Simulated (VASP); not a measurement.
# Br: single point with r2SCAN

Br:

```
Br
1.0
     3.55615   -2.12746    0.00000
     3.55615    2.12746    0.00000
     0.00000    0.00000    8.76998
Br
4
Direct
  0.86082 0.13918 0.11578
  0.63918 0.36082 0.61578
  0.13918 0.86082 0.88422
  0.36082 0.63918 0.38422
```

```json
{
  "Program": "VASP 6.6.1",
  "Task": "single point",
  "Functional": "r2SCAN",
  "Potentials or basis": "VASP PAW PBE potentials, release 64 (Br)",
  "Cutoff": "520 eV",
  "k mesh": "2 × 2 × 1",
  "Occupations": "fermi-dirac, width 0.05 eV",
  "Spin": "no spin polarisation"
}
```

The pressure is -0.4 GPa. The largest force is 0.279 eV/Å and the band gap on the k mesh is 1.67 eV, direct.

Forces on the atoms (eV/Å):
```
Br   0.000  0.264  0.090
Br   0.000 -0.264  0.090
Br   0.000 -0.264 -0.090
Br   0.000  0.264 -0.090
```

Stress tensor (GPa, compression positive):
```
 1.70  0.00  0.00
 0.00 -0.45  0.00
 0.00  0.00 -2.53
```

Levels at points of the mesh, in eV from the valence-band top:
| k point | band 12 | band 13 | band 14 | band 15 | band 16 | band 17 |
| --- | --- | --- | --- | --- | --- | --- |
| (0.00, 0.00, 0.00) | -0.49 | -0.36 | 0.00 | 1.67 | 2.70 | 6.45 |
| (0.50, 0.00, 0.00) | -1.23 | -0.54 | -0.54 | 2.65 | 2.65 | 7.47 |
| (0.50, 0.50, 0.00) | -1.38 | -0.57 | -0.24 | 1.69 | 2.51 | 7.60 |

It took 37 s on 1 thread of Intel(R) Xeon(R) Platinum 8488C (Sapphire Rapids), on a shared host, peak memory 0.25 GiB.

Caveat: the k points lie up to 0.86 Å⁻¹ apart; the PAW data sets were made with another functional, which shifts forces and pressure a little. r2SCAN opens gaps a little over a GGA but as a rule still falls short of measured ones.
